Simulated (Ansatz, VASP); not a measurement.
BeS in VASP and in Ansatz

```
Be S
1.0
     0.00000    2.46137    2.46137
     2.46137    0.00000    2.46137
     2.46137    2.46137    0.00000
Be S
1 1
Direct
  0.00000 0.00000 0.00000
  0.75000 0.75000 0.75000
```

Change from the starting cell: strain +0.015 along x and y, +0.015 along z, atoms carried along.

Alike in both runs: task single point; functional PBE; k mesh 8 × 8 × 8; occupations gaussian, width 0.05 eV; no spin polarisation.

```csv
,VASP,Ansatz
version,VASP 6.6.1,Ansatz 0.2.0
potentials or method,"VASP PAW PBE potentials, release 64 (Be, S), cutoff 520 eV","scalar-relativistic, plane waves, PAW"
valence electrons in the cell,8,8
```

VASP gave:

* gap on the k mesh at the Fermi level (eV): 3.21
* least direct gap on the mesh (eV): 5.51
* pressure (GPa): -2.5

Task: What did Ansatz give for the same quantities?

Result: gap on the k mesh at the Fermi level (eV): 3.21; least direct gap on the mesh (eV): 5.52; pressure (GPa): -2.5.

With one functional, cell and mesh, what is left measures potentials, basis and numerics.
